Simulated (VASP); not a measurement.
Here is a VASP 6.6.1 calculation.

Contents of INCAR:

```
ALGO     = Normal         # electronic algorithm
EDIFF    = 1E-7           # SCF threshold, eV
ENCUT    = 520            # plane-wave cutoff, eV
GGA      = PE             # functional
ISIF     = 2              # what is computed and relaxed
ISMEAR   = 0              # smearing method
LASPH    = True           # aspherical terms in the spheres
LCHARG   = False          # write CHGCAR
LREAL    = False          # projectors in reciprocal space
LWAVE    = False          # write WAVECAR
NBANDS   = 38             # bands
NELM     = 100            # most SCF steps
PREC     = Accurate       # precision mode
SIGMA    = 0.15           # smearing width, eV
```

Contents of KPOINTS:

```
k-points
0
Gamma
  9 9 6
```

POSCAR

```
TaSi2
1.0
    4.8051009126      0.0000000000      0.0000000000
   -2.4025504563      4.1613394580      0.0000000000
    0.0000000000      0.0000000000      6.5988658829
Ta Si
3 6
Direct
    0.5000000000      0.0000000000      0.5000000000
    0.5000000000      0.5000000000      0.8333333333
    0.0000000000      0.5000000000      0.1666666667
    0.1589199925      0.3178399850      0.5000000000
    0.8410800075      0.1589199925      0.8333333333
    0.6821600150      0.8410800075      0.1666666667
    0.8410800075      0.6821600150      0.5000000000
    0.1589199925      0.8410800075      0.8333333333
    0.3178399850      0.1589199925      0.1666666667
```

Potentials or basis: VASP PAW PBE potentials, release 64 (Ta_pv, Si).

Launch:

```bash
$ cat potpaw_PBE.64/Ta_pv/POTCAR potpaw_PBE.64/Si/POTCAR > POTCAR
$ mpirun -np 1 vasp_std > vasp.out
```

(1) Estimate the largest force.

(2) What does it give for the pressure?

## Answers

(1) 0.005 eV/Å.

(2) 0.1 GPa.
